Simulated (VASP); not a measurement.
# CaS (l.bB) (Fm-3m) in VASP: notebook

Runs on CaS (l.bB). Level: LDA. Tasks: single point, relaxation of cell and atoms.

Program: VASP 6.6.1. These are calculated values, not measurements. Logs are shortened: lines on timing, memory, paths and dates and some standing lists are left out, and cuts for length are marked.

### Step 1. The cell of the first run

It takes space group Fm-3m (No. 225, cubic). The conventional cell has a = 5.650 Å, b = 5.650 Å, c = 5.650 Å, α = 90.00°, β = 90.00°, γ = 90.00°. Within 3.7 Å of Ca (site symmetry m-3m) lie 6 S at 2.83 Å. Within 3.7 Å of S (site symmetry m-3m) lie 6 Ca at 2.83 Å.

### Step 2. Single point, LDA

INCAR

```
PREC = Accurate
ENCUT = 500
EDIFF = 1E-6
ISMEAR = 0
SIGMA = 0.1
LREAL = F
LASPH = T
NELM = 120
ALGO = Normal
ISIF = 2
LWAVE = F
LCHARG = F
GGA = CA
NBANDS = 15
GGA_COMPAT = F
```

KPOINTS

```
Automatic mesh
0
Gamma
  6 6 6
```

POSCAR

```
CaS
1.0
    0.0000000000      2.8250000000      2.8250000000
    2.8250000000      0.0000000000      2.8250000000
    2.8250000000      2.8250000000      0.0000000000
Ca S
1 1
Direct
    0.0000000000      0.0000000000      0.0000000000
    0.5000000000      0.5000000000      0.5000000000
```

Potentials or basis: VASP PAW LDA potentials, release 64 (Ca_sv, S).

Started as:

```sh
$ cat potpaw_LDA.64/Ca_sv/POTCAR potpaw_LDA.64/S/POTCAR > POTCAR
$ mpirun -np 1 vasp_std > vasp.out
```

OUTCAR:

```text
PREC = Accurate
   ENCUT = 500
   EDIFF = 1E-6
   ISMEAR = 0
   LREAL = F
   LASPH = T
   NELM = 120
   ISIF = 2
   GGA = CA

 ion  position               nearest neighbor table
   1  0.000  0.000  0.000-   2 2.83   2 2.83   2 2.83   2 2.83   2 2.83   2 2.83
   2  0.500  0.500  0.500-   1 2.83   1 2.83   1 2.83   1 2.83   1 2.83   1 2.83

  LATTYP: Found a face centered cubic cell.
 ALAT       =     5.6500000000

  Lattice vectors:

 A1 = (   0.0000000000,   2.8250000000,   2.8250000000)
 A2 = (   2.8250000000,   0.0000000000,   2.8250000000)
 A3 = (   2.8250000000,   2.8250000000,   0.0000000000)

Analysis of symmetry for initial positions (statically):
=====================================================================
 Subroutine PRICEL returns:
 Original cell was already a primitive cell.

 Routine SETGRP: Setting up the symmetry group for a
 face centered cubic supercell.

 Subroutine GETGRP returns: Found 48 space group operations
 (whereof 48 operations were pure point group operations)
 out of a pool of 48 trial point group operations.

The static configuration has the point symmetry O_h .

Analysis of symmetry for dynamics (positions and initial velocities):
=====================================================================
 Subroutine PRICEL returns:
 Original cell was already a primitive cell.

 Routine SETGRP: Setting up the symmetry group for a
 face centered cubic supercell.

 Subroutine GETGRP returns: Found 48 space group operations
 (whereof 48 operations were pure point group operations)
 out of a pool of 48 trial point group operations.

The dynamic configuration has the point symmetry O_h .

 Subroutine INISYM returns: Found 48 space group operations
 (whereof 48 operations are pure point group operations),
 and found     1 'primitive' translations

----------------------------------------------------------------------------------------

                                     Primitive cell

  volume of cell :      45.0905

  direct lattice vectors                    reciprocal lattice vectors
     0.000000000  2.825000000  2.825000000    -0.176991150  0.176991150  0.176991150
     2.825000000  0.000000000  2.825000000     0.176991150 -0.176991150  0.176991150
     2.825000000  2.825000000  0.000000000     0.176991150  0.176991150 -0.176991150

  length of vectors
     3.995153314  3.995153314  3.995153314     0.306557665  0.306557665  0.306557665

  position of ions in fractional coordinates (direct lattice)
     0.000000000  0.000000000  0.000000000
     0.500000000  0.500000000  0.500000000

  ion indices of the primitive-cell ions
   primitive index   ion index
                 1           1
                 2           2

----------------------------------------------------------------------------------------

 KPOINTS: Automatic mesh

Automatic generation of k-mesh.
 Grid dimensions read from file:
 generate k-points for:    6    6    6

 Generating k-lattice:

  Cartesian coordinates                     Fractional coordinates (reciprocal lattice)
    -0.029498525  0.029498525  0.029498525     0.166666667  0.000000000  0.000000000
     0.029498525 -0.029498525  0.029498525     0.000000000  0.166666667  0.000000000
     0.029498525  0.029498525 -0.029498525     0.000000000  0.000000000  0.166666667

  Length of vectors
     0.051092944  0.051092944  0.051092944

  Shift w.r.t. Gamma in fractional coordinates (k-lattice)
     0.000000000  0.000000000  0.000000000

 Subroutine IBZKPT returns following result:
 ===========================================

 Found     16 irreducible k-points:

 Following reciprocal coordinates:
            Coordinates               Weight
  0.000000  0.000000  0.000000      1.000000
  0.166667  0.000000  0.000000      8.000000
  0.333333  0.000000  0.000000      8.000000
  0.500000  0.000000  0.000000      4.000000
  0.166667  0.166667  0.000000      6.000000
  0.333333  0.166667  0.000000     24.000000
[... 8 lines left out ...]
 -0.333333  0.333333  0.166667     24.000000
 -0.333333  0.500000  0.166667     12.000000
   k-points           NKPTS =     16   k-points in BZ     NKDIM =     16   number of bands    NBANDS=     15
   number of dos      NEDOS =    301   number of ions     NIONS =      2
   total plane-waves  NPLWV =  27000
   dimension x,y,z NGX =    30 NGY =   30 NGZ =   30
   dimension x,y,z NGXF=    60 NGYF=   60 NGZF=   60
   ions per type =               1   1
   NGX,Y,Z   is equivalent  to a cutoff of  12.48, 12.48, 12.48 a.u.
   NGXF,Y,Z  is equivalent  to a cutoff of  24.97, 24.97, 24.97 a.u.
 SYSTEM =  unknown system
   PREC   = accura    normal or accurate (medium, high low for compatibility)
   ISTART =      0    job   : 0-new  1-cont  2-samecut
   ICHARG =      2    charge: 1-file 2-atom 10-const
   ISPIN  =      1    spin polarized calculation?
   LNONCOLLINEAR =      F non collinear calculations
   LSORBIT =      F    spin-orbit coupling
   LASPH  =      T    aspherical Exc in radial PAW
   ENCUT  =  500.0 eV  36.75 Ry    6.06 a.u.   7.28  7.28  7.28*2*pi/ulx,y,z
   NELM   =    120;   NELMIN=  2; NELMDL= -5     # of ELM steps
   EDIFF  = 0.1E-05   stopping-criterion for ELM
   LREAL  =      F    real-space projection
   EDIFFG = 0.1E-04   stopping-criterion for IOM
   NSW    =      0    number of steps for IOM
   IBRION =     -1    ionic relax: 0-MD 1-quasi-New 2-CG
   NFREE  =      0    steps in history (QN), initial steepest desc. (CG)
   ISIF   =      2    stress and relaxation
   ISYM   =      2    0-nonsym 1-usesym 2-fastsym
   POTIM  = 0.5000    time-step for ionic-motion
   TEBEG  =    0.0;   TEEND  =   0.0 temperature during run
   PSTRESS=    0.0 pullay stress
   NELECT =      16.0000    total number of electrons
   NUPDOWN=      -1.0000    fix difference up-down
   EMIN   =  10.00;   EMAX   =-10.00  energy-range for DOS
   EFERMI =   0.00;   METHOD = LEGACY
   ISMEAR =     0;   SIGMA  =   0.10  broadening in eV -4-tet -1-fermi 0-gaus
   EFERMI_NEDOS =   21; number of points for ismear=-14 and -15
   IALGO  =     38    algorithm
   IMIX   =      4    mixing-type and parameters
     AMIX     =   0.40;   BMIX     =  1.00
     AMIX_MAG =   1.60;   BMIX_MAG =  1.00
  volume/ion in A,a.u.               =      22.55       152.14
  Fermi-wavevector in a.u.,A,eV,Ry     =   1.159008  2.190207 18.276695  1.343299
  Thomas-Fermi vector in A             =   2.295605
   LORBIT       =      0    0 simple, 1 ext, 2 COOP (PROOUT), +10 PAW based schemes
   GGA     = CA    functional components
   LHFCALC =     F    Hartree Fock is set to
   AEXX    =    0.0000 exact exchange contribution
   IVDW    =     0    specifies the selected vdW correction
   LEPSILON=     F    determine dielectric tensor
   LRPA    =     F    only Hartree local field effects (RPA)
 non-spin polarized calculation
 Gauss-broadening in eV      SIGMA  =   0.10
  energy-cutoff  :      500.00
  volume of cell :       45.09
 maximum number of plane-waves:      1167
 NGX is ok and might be reduce to    30
   NGX = 15   NGY = 15   NGZ = 15

 number of electron      16.0000001 magnetization

 Free energy of the ion-electron system (eV)
  ---------------------------------------------------
  ext. energy  EPLUGINS =         0.00000000
  ---------------------------------------------------
  free energy    TOTEN  =       -11.41783880 eV

  energy without entropy =      -11.41783880  energy(sigma->0) =      -11.41783880

 E-fermi :   3.1870     XC(G=0):  -9.7990

 val. band max:        2.7336176050   @ k =   0.0000   0.0000   0.0000
 cond. band min:       4.8166604681   @ k =   0.5000   0.5000   0.0000
 fundamental gap:      2.0830428632
 Fermi energy:         3.1870210129

 k-point     1 :       0.0000    0.0000    0.0000
  band No.  band energies     occupation
      1     -35.9275      2.00000
      2     -17.2085      2.00000
      3     -17.2085      2.00000
      4     -17.2085      2.00000
      5      -8.6389      2.00000
      6       2.7336      2.00000
      7       2.7336      2.00000
      8       2.7336      2.00000
      9       6.6887      0.00000
     10       6.6887      0.00000
     11       6.6887      0.00000
     12       6.7662      0.00000
     13       7.3513      0.00000
     14       7.3513      0.00000
     15      13.4206      0.00000

 k-point     2 :       0.1667    0.0000    0.0000
  band No.  band energies     occupation
      1     -35.9239      2.00000
      2     -17.2597      2.00000
      3     -17.2124      2.00000
      4     -17.2124      2.00000
      5      -8.4351      2.00000
      6       1.6222      2.00000
      7       2.3309      2.00000
      8       2.3309      2.00000
      9       6.7140      0.00000
     10       7.0959      0.00000
     11       7.0959      0.00000
     12       8.0344      0.00000
     13       8.0957      0.00000
     14       8.0957      0.00000
     15      13.5731      0.00000

 k-point     3 :       0.3333    0.0000    0.0000
  band No.  band energies     occupation
      1     -35.9169      2.00000
      2     -17.3588      2.00000
      3     -17.2201      2.00000
      4     -17.2201      2.00000
      5      -7.9917      2.00000
      6       0.1042      2.00000
      7       1.7299      2.00000
      8       1.7299      2.00000
      9       7.0942      0.00000
     10       8.0658      0.00000
     11       8.0658      0.00000
     12       9.3423      0.00000
     13       9.6806      0.00000
     14       9.6806      0.00000
     15      12.9562      0.00000
[... 199 lines left out ...]
 k-point    15 :      -0.3333    0.3333    0.1667
  band No.  band energies     occupation
      1     -35.9099      2.00000
      2     -17.3468      2.00000
      3     -17.2884      2.00000
      4     -17.2519      2.00000
      5      -7.8156      2.00000
      6       0.2841      2.00000
      7       1.0000      2.00000
      8       1.4146      2.00000
      9       7.4752      0.00000
     10       7.5962      0.00000
     11       9.1363      0.00000
     12       9.3103      0.00000
     13       9.3205      0.00000
     14      11.3574      0.00000
     15      12.0729      0.00000

 k-point    16 :      -0.3333    0.5000    0.1667
  band No.  band energies     occupation
      1     -35.9089      2.00000
      2     -17.3316      2.00000
      3     -17.2877      2.00000
      4     -17.2751      2.00000
      5      -7.8735      2.00000
      6       0.5832      2.00000
      7       1.2529      2.00000
      8       1.2686      2.00000
      9       6.2041      0.00000
     10       8.5235      0.00000
     11       8.5350      0.00000
     12       9.2154      0.00000
     13       9.4547      0.00000
     14      10.5421      0.00000
     15      12.7126      0.00000

------------------------ aborting loop because EDIFF is reached ----------------------------------------

  FORCE on cell =-STRESS in cart. coord.  units (eV):
  Direction    XX          YY          ZZ          XY          YZ          ZX
  --------------------------------------------------------------------------------------
  -------------------------------------------------------------------------------------
  Total       -0.7332068     -0.7332068     -0.7332068      0.0000000     -0.0000000     -0.0000000
  in kB      -26.0526391    -26.0526391    -26.0526391      0.0000000     -0.0000000     -0.0000000
  external PRESSURE =     -26.0526391 kB  Pullay stress =       0.0000000 kB

 VOLUME and BASIS-vectors are now :
 -----------------------------------------------------------------------------
  energy-cutoff  :      500.00
  volume of cell :       45.09
      direct lattice vectors                 reciprocal lattice vectors
     0.000000000  2.825000000  2.825000000    -0.176991150  0.176991150  0.176991150
     2.825000000  0.000000000  2.825000000     0.176991150 -0.176991150  0.176991150
     2.825000000  2.825000000  0.000000000     0.176991150  0.176991150 -0.176991150

 POSITION                                       TOTAL-FORCE (eV/Angst)
 -----------------------------------------------------------------------------------
      0.00000      0.00000      0.00000         0.000000     -0.000000      0.000000
      2.82500      2.82500      2.82500        -0.000000      0.000000     -0.000000
 -----------------------------------------------------------------------------------
    total drift:                               -0.000000      0.000000      0.000000

  FREE ENERGIE OF THE ION-ELECTRON SYSTEM (eV)
  ---------------------------------------------------
  free  energy   TOTEN  =       -11.4178388016 eV

  energy  without entropy=      -11.4178388016  energy(sigma->0) =      -11.41783880
```

It took 21 s on 1 thread of Intel Xeon 8259CL, shared host; peak memory 0.15 GiB.

Results:

```
Free energy            : -11.4178 eV
Pressure               : -2.6 GPa
Band gap on the k mesh : 2.08 eV, indirect (least direct gap 2.92 eV)
```

A k mesh can miss the band edges. As with any semilocal functional, this LDA gap is likely too small.

### Step 3. Single point, LDA

This run uses another cell than the first one, of 21.53 Å³/atom, 0.955 times its volume.

INCAR

```
SYSTEM = CaS
PREC = Accurate ; ENCUT = 500
EDIFF = 1E-6 ; ISMEAR = 0
SIGMA = 0.02 ; LREAL = .FALSE.
LASPH = .TRUE. ; NELM = 120
ALGO = Normal ; ISIF = 2
LWAVE = .FALSE. ; LCHARG = .FALSE.
GGA = CA ; NBANDS = 15
GGA_COMPAT = .FALSE.
```

KPOINTS

```
Automatic mesh
0
G
  8 8 8
  0 0 0
```

POSCAR

```
CaS
1.0
    0.0000000000      2.7817771869      2.7817771869
    2.7817771869      0.0000000000      2.7817771869
    2.7817771869      2.7817771869      0.0000000000
Ca S
1 1
Direct
    0.0000000000      0.0000000000      0.0000000000
    0.5000000000      0.5000000000      0.5000000000
```

Potentials or basis: VASP PAW LDA potentials, release 64 (Ca_sv, S).

Started as:

```sh
$ cat potpaw_LDA.64/Ca_sv/POTCAR potpaw_LDA.64/S/POTCAR > POTCAR
$ mpirun -np 1 vasp_std > vasp.out
```

It took 34 s on 1 thread of Intel Xeon 8259CL, shared host; peak memory 0.15 GiB.

Results (log left out):

```
Free energy            : -11.4333 eV
Pressure               : 0.3 GPa
Band gap on the k mesh : 1.96 eV, indirect (least direct gap 2.83 eV)
```

Levels at points of the mesh, in eV from the valence-band top:
```csv
k point,band 4,band 5,band 6,band 7,band 8,band 9,band 10,band 11,band 12,band 13
"(0.00, 0.00, 0.00)",-19.80,-11.54,0.00,0.00,0.00,3.93,3.93,3.93,4.34,4.64
"(0.50, 0.00, 0.00)",-19.82,-10.53,-3.43,-1.35,-1.35,5.16,6.11,6.23,6.23,8.51
"(0.50, 0.50, 0.00)",-19.87,-10.82,-2.46,-0.87,-0.87,1.96,5.59,6.12,6.89,6.89
```

A k mesh can miss the band edges.

### Step 4. Single point, LDA

This run uses another cell than the first one, of 21.53 Å³/atom, 0.955 times its volume.

INCAR

```
SYSTEM = CaS
  ALGO = Normal
  EDIFF = 1E-6
  ENCUT = 500
  GGA_COMPAT = .False.
  ISIF = 2
  ISMEAR = 0
  LASPH = .True.
  LCHARG = .False.
  LREAL = .False.
  LWAVE = .False.
  NBANDS = 15
  NELM = 120
  PREC = Accurate
  SIGMA = 0.02
```

KPOINTS

```
k-points
0
Gamma
  8 8 8
  0 0 0
```

POSCAR is that of step 3.

Started as:

```sh
$ cat potpaw_LDA.64/Ca_sv/POTCAR potpaw_LDA.64/S/POTCAR > POTCAR
$ mpirun -np 1 vasp_std > vasp.out
```

It took 37 s on 1 thread of Intel Xeon 8259CL, shared host; peak memory 0.15 GiB.

Results (log left out):

```
Free energy            : -11.4333 eV
Pressure               : 0.3 GPa
Band gap on the k mesh : 1.96 eV, indirect (least direct gap 2.83 eV)
```

Levels at points of the mesh, in eV from the valence-band top:
```
           k point  band 4  band 5  band 6  band 7  band 8  band 9  band 10  band 11  band 12  band 13
(0.00, 0.00, 0.00)  -19.80  -11.54    0.00    0.00    0.00    3.93     3.93     3.93     4.34     4.64
(0.50, 0.00, 0.00)  -19.82  -10.53   -3.43   -1.35   -1.35    5.16     6.11     6.23     6.23     8.51
(0.50, 0.50, 0.00)  -19.87  -10.82   -2.46   -0.87   -0.87    1.96     5.59     6.12     6.89     6.89
```

### Step 5. Relaxation of cell and atoms, LDA

INCAR

```
SYSTEM = CaS
PREC     = Accurate       ! precision mode
ENCUT    = 500            ! plane-wave cutoff, eV
EDIFF    = 1E-7           ! SCF threshold, eV
ISMEAR   = 0              ! smearing method
SIGMA    = 0.02           ! smearing width, eV
LREAL    = .FALSE.        ! projectors in reciprocal space
LASPH    = .TRUE.         ! aspherical terms in the spheres
NELM     = 120            ! most SCF steps
ALGO     = Normal         ! electronic algorithm
ISIF     = 3              ! what is computed and relaxed
LWAVE    = .FALSE.        ! write WAVECAR
LCHARG   = .FALSE.        ! write CHGCAR
GGA      = CA             ! functional
IBRION   = 2              ! ionic algorithm
NSW      = 100            ! ionic steps
EDIFFG   = -0.002         ! ionic threshold
GGA_COMPAT= .FALSE.      
NELMIN   = 4
```

KPOINTS

```
Automatic mesh
0
G
  8 8 8
  0 0 0
```

POSCAR

```
CaS
1.0
    0.0000000000      2.8250000000      2.8250000000
    2.8250000000      0.0000000000      2.8250000000
    2.8250000000      2.8250000000      0.0000000000
Ca S
1 1
Direct
    0.0000000000      0.0000000000      0.0000000000
    0.5000000000      0.5000000000      0.5000000000
```

Started as:

```sh
$ cat potpaw_LDA.64/Ca_sv/POTCAR potpaw_LDA.64/S/POTCAR > POTCAR
$ mpirun -np 1 vasp_std > vasp.out
```

It took 79 s on 1 thread of Intel Xeon 8259CL, shared host; peak memory 0.16 GiB.

The run converged. Its results:

```
Free energy                            : -11.4342 eV
Relaxed volume                         : 21.61 Å³/atom
Relaxed cell                           : a = 3.939 Å, b = 3.939 Å, c = 3.939 Å, α = 60.00°, β = 60.00°, γ = 60.00°
Space group after relaxing (to 0.05 Å) : Fm-3m (No. 225)
Energy gained by relaxing              : 7.9 meV/atom
Ionic steps                            : 3
Pressure after relaxing                : 0.0 GPa
Band gap on the k mesh                 : 1.97 eV, indirect (least direct gap 2.84 eV)
```

Step by step:
```tsv
step	energy change (eV)	largest force (eV/Å)	pressure (GPa)	volume (Å³)
1	0.0000	0.0000	-2.61	45.09
2	-0.0145	0.0000	0.80	42.73
3	-0.0157	0.0000	0.00	43.23
```

Final structure:
```
CELL_PARAMETERS angstrom
0.00000 2.78556 2.78556
2.78556 0.00000 2.78556
2.78556 2.78556 0.00000
ATOMIC_POSITIONS crystal
Ca 0.00000 0.00000 0.00000
S 0.50000 0.50000 0.50000
```

Levels at points of the mesh, in eV from the valence-band top:
```tsv
k point	band 6	band 7	band 8	band 9	band 10	band 11
(0.00, 0.00, 0.00)	0.00	0.00	0.00	3.94	3.94	3.94
(0.50, 0.00, 0.00)	-3.42	-1.34	-1.34	5.15	6.10	6.21
(0.50, 0.50, 0.00)	-2.45	-0.87	-0.87	1.97	5.58	6.10
```

### Step 6. Summary

| task | cell | k mesh | smearing | gap on the mesh (eV) | pressure (GPa) |
| --- | --- | --- | --- | --- | --- |
| single point | a = 3.995 Å, angles 60.0°, 2 atoms | 6 × 6 × 6 | gaussian 0.1 eV | 2.08 | -2.6 |
| single point | a = 3.934 Å, angles 60.0°, 2 atoms | 8 × 8 × 8 | gaussian 0.02 eV | 1.96 | 0.3 |
| relaxation of cell and atoms | relaxed from a = 3.995 Å, angles 60.0°, 2 atoms | 8 × 8 × 8 | gaussian 0.02 eV | 1.97 | 0.0 |

Alike in all rows: level LDA; potentials or basis VASP PAW LDA potentials, release 64 (Ca_sv, S); no spin polarisation; cutoff (eV) 500.

Absolute energies hang on the potentials; compare differences alone.
